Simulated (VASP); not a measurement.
# AlN (P6_3/mmc) in VASP: notebook, part 2 of 2

VASP 6.6.1. The steps go on from the part before.

### 3 Relaxation of shape and atoms at fixed volume, PBE (8.76 Å³/atom)

This run uses another cell than the first one, of 8.76 Å³/atom.

The input, INCAR:

```
SYSTEM = AlN
PREC = Accurate ; ENCUT = 600
EDIFF = 1E-6 ; ISMEAR = 0
SIGMA = 0.02 ; LREAL = .FALSE.
LASPH = .TRUE. ; NELM = 80
ALGO = Normal ; ISIF = 4
LWAVE = .FALSE. ; LCHARG = .FALSE.
GGA = PE ; IBRION = 2
NSW = 50 ; EDIFFG = -0.01
```

The input, KPOINTS:

```
Automatic mesh
0
G
  9 9 6
  0 0 0
```

The input, POSCAR:

```
AlN
1.0
    3.1909501794      0.0000000000      0.0000000000
   -1.5954750897      2.7634439176      0.0000000000
    0.0000000000      0.0000000000      3.9748002908
Al N
2 2
Direct
    0.3333333333      0.6666666667      0.7500000000
    0.6666666667      0.3333333333      0.2500000000
    0.3333333333      0.6666666667      0.2500000000
    0.6666666667      0.3333333333      0.7500000000
```

Potentials or basis: VASP PAW PBE potentials, release 64 (Al, N).

Run with:

```sh
> cat potpaw_PBE.64/Al/POTCAR potpaw_PBE.64/N/POTCAR > POTCAR
> mpirun -np 1 vasp_std > vasp.out
```

OUTCAR:

```text
SYSTEM = AlN
   PREC = Accurate
   ENCUT = 600
   EDIFF = 1E-6
   ISMEAR = 0
   LREAL = .FALSE.
   LASPH = .TRUE.
   NELM = 80
   ISIF = 4
   GGA = PE
   IBRION = 2
   NSW = 50
   EDIFFG = -0.01

 ion  position               nearest neighbor table
   1  0.333  0.667  0.750-   4 1.84   4 1.84   4 1.84   3 1.99   3 1.99   2 2.71   2 2.71   2 2.71
                             2 2.71   2 2.71   2 2.71
   2  0.667  0.333  0.250-   3 1.84   3 1.84   3 1.84   4 1.99   4 1.99   1 2.71   1 2.71   1 2.71
                             1 2.71   1 2.71   1 2.71
   3  0.333  0.667  0.250-   2 1.84   2 1.84   2 1.84   1 1.99   1 1.99
   4  0.667  0.333  0.750-   1 1.84   1 1.84   1 1.84   2 1.99   2 1.99

  LATTYP: Found a hexagonal cell.
 ALAT       =     3.1909501794
 C/A-ratio  =     1.2456478689

  Lattice vectors:

 A1 = (   3.1909501794,   0.0000000000,   0.0000000000)
 A2 = (  -1.5954750897,   2.7634439176,   0.0000000000)
 A3 = (   0.0000000000,   0.0000000000,   3.9748002908)

Analysis of symmetry for initial positions (statically):
=====================================================================
 Subroutine PRICEL returns:
 Original cell was already a primitive cell.

 Routine SETGRP: Setting up the symmetry group for a
 hexagonal supercell.

 Subroutine GETGRP returns: Found 24 space group operations
 (whereof 12 operations were pure point group operations)
 out of a pool of 24 trial point group operations.

The static configuration has the point symmetry D_3d.
 The point group associated with its full space group is D_6h.

Analysis of symmetry for dynamics (positions and initial velocities):
=====================================================================
 Subroutine PRICEL returns:
 Original cell was already a primitive cell.

 Routine SETGRP: Setting up the symmetry group for a
 hexagonal supercell.

 Subroutine GETGRP returns: Found 24 space group operations
 (whereof 12 operations were pure point group operations)
 out of a pool of 24 trial point group operations.

The dynamic configuration has the point symmetry D_3d.
[... 185 lines left out ...]
  ---------------------------------------------------
  free  energy   TOTEN  =       -28.8780977385 eV

  energy  without entropy=      -28.8780977385  energy(sigma->0) =      -28.87809774

--------------------------------------- Ionic step        2  -------------------------------------------

 number of electron      16.0000000 magnetization

 Free energy of the ion-electron system (eV)
  ---------------------------------------------------
  ext. energy  EPLUGINS =         0.00000000
  ---------------------------------------------------
  free energy    TOTEN  =       -28.87828333 eV

  energy without entropy =      -28.87828333  energy(sigma->0) =      -28.87828333

 E-fermi :   9.5073     XC(G=0): -11.7312

 val. band max:        9.3853757187   @ k =   0.0000   0.0000   0.0000
 cond. band min:      13.6190850080   @ k =   0.0000   0.0000   0.0000
 fundamental gap:      4.2337092893
 Fermi energy:         9.5073010083

 k-point     1 :       0.0000    0.0000    0.0000
  band No.  band energies     occupation
      1      -8.3842      2.00000
      2      -4.0089      2.00000
      3       1.8215      2.00000
      4       5.7365      2.00000
      5       5.7365      2.00000
      6       7.6128      2.00000
      7       7.6128      2.00000
      8       9.3854      2.00000
      9      13.6191      0.00000
     10      14.8533      0.00000
     11      18.3044      0.00000
     12      18.3044      0.00000
[... 331 lines left out ...]
 k-point    24 :       0.3333    0.3333    0.1667
  band No.  band energies     occupation
      1      -5.3761      2.00000
      2      -5.3761      2.00000
      3       2.1224      2.00000
      4       3.4545      2.00000
      5       3.4545      2.00000
      6       6.1898      2.00000
      7       6.6302      2.00000
      8       6.6302      2.00000
      9      15.2836      0.00000
     10      15.8842      0.00000
     11      19.6249      0.00000
     12      19.6249      0.00000

 [... further k-points ...]
[... 5 lines left out ...]
  --------------------------------------------------------------------------------------
  -------------------------------------------------------------------------------------
  Total        7.2355096      7.2355096      7.2392704      0.0000000      0.0000000      0.0000000
  in kB      330.7453237    330.7453237    330.9172374      0.0000000      0.0000000      0.0000000
  external PRESSURE =     330.8026283 kB  Pullay stress =       0.0000000 kB

 VOLUME and BASIS-vectors are now :
 -----------------------------------------------------------------------------
  energy-cutoff  :      600.00
  volume of cell :       35.05
      direct lattice vectors                 reciprocal lattice vectors
     3.193743833  0.000000000  0.000000000     0.313112151  0.180775384  0.000000000
    -1.596871916  2.765863293  0.000000000    -0.000000000  0.361550769  0.000000000
     0.000000000 -0.000000000  3.967849603     0.000000000 -0.000000000  0.252025681

 POSITION                                       TOTAL-FORCE (eV/Angst)
 -----------------------------------------------------------------------------------
     -0.00000      1.84391      2.97589         0.000000     -0.000000      0.000000
      1.59687      0.92195      0.99196         0.000000      0.000000      0.000000
     -0.00000      1.84391      0.99196        -0.000000      0.000000      0.000000
      1.59687      0.92195      2.97589         0.000000     -0.000000      0.000000
 -----------------------------------------------------------------------------------
    total drift:                                0.000000     -0.000000      0.000000

  FREE ENERGIE OF THE ION-ELECTRON SYSTEM (eV)
  ---------------------------------------------------
  free  energy   TOTEN  =       -28.8782833340 eV

  energy  without entropy=      -28.8782833340  energy(sigma->0) =      -28.87828333

 reached required accuracy - stopping structural energy minimisation
```

Wall time 39 s (1 thread of Intel Xeon 8259CL, shared host); peak memory 0.17 GiB.

Results:

```
Free energy               : -28.8783 eV
Energy gained by relaxing : 0.0 meV/atom
Ionic steps               : 2
Pressure after relaxing   : 33.1 GPa
Band gap on the k mesh    : 4.23 eV
```

Step by step:
| step | energy change (eV) | largest force (eV/Å) | pressure (GPa) | volume (Å³) |
| --- | --- | --- | --- | --- |
| 1 | 0.0000 | 0.0000 | 33.09 | 35.05 |
| 2 | -0.0002 | 0.0000 | 33.08 | 35.05 |

Final structure:
```
Al N
1.0
     3.19374    0.00000    0.00000
    -1.59687    2.76586    0.00000
     0.00000    0.00000    3.96785
Al N
2 2
Direct
  0.33333 0.66667 0.75000
  0.66667 0.33333 0.25000
  0.33333 0.66667 0.25000
  0.66667 0.33333 0.75000
```

Levels at points of the mesh, in eV from the valence-band top:
| k point | band 6 | band 7 | band 8 | band 9 | band 10 | band 11 |
| --- | --- | --- | --- | --- | --- | --- |
| (0.00, 0.00, 0.00) | -1.77 | -1.77 | 0.00 | 4.23 | 5.47 | 8.92 |
| (0.00, 0.00, 0.50) | -2.76 | -2.76 | -2.76 | 6.49 | 6.49 | 8.98 |

Caveat: an odd mesh through Γ misses points on the zone boundary, where band edges can lie.
